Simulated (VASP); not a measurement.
A run of VASP 6.6.1:

INCAR

```
PREC = Accurate
ENCUT = 520
EDIFF = 1E-6
ISMEAR = 0
SIGMA = 0.15
LREAL = F
LASPH = T
NELM = 100
ALGO = Fast
ISIF = 2
LWAVE = F
LCHARG = F
GGA = CA
NBANDS = 11
```

File KPOINTS:

```
regular mesh
0
Gamma
  20 20 20
```

POSCAR

```
Pt
1.0
    0.0000000000      1.9468328700      1.9127632948
    2.0003707739      0.0000000000      1.9127632948
    2.0003707739      1.9468328700      0.0000000000
Pt
1
Direct
    0.0000000000      0.0000000000      0.0000000000
```

Potentials or basis: VASP PAW LDA potentials, release 64 (Pt).

The run is started by

```sh
$ cat potpaw_LDA.64/Pt/POTCAR > POTCAR
$ mpirun -np 1 vasp_std > vasp.out
```

Hardware: 1 thread of Intel(R) Xeon(R) 6975P-C (Granite Rapids) (shared host).

Question: How long does it take, and how much memory?

Answer: Wall time 94 s on 1 thread of Intel(R) Xeon(R) 6975P-C (Granite Rapids), with other jobs on the host, peak memory 0.29 GiB. Counts: scf iterations 13, k points 1166.
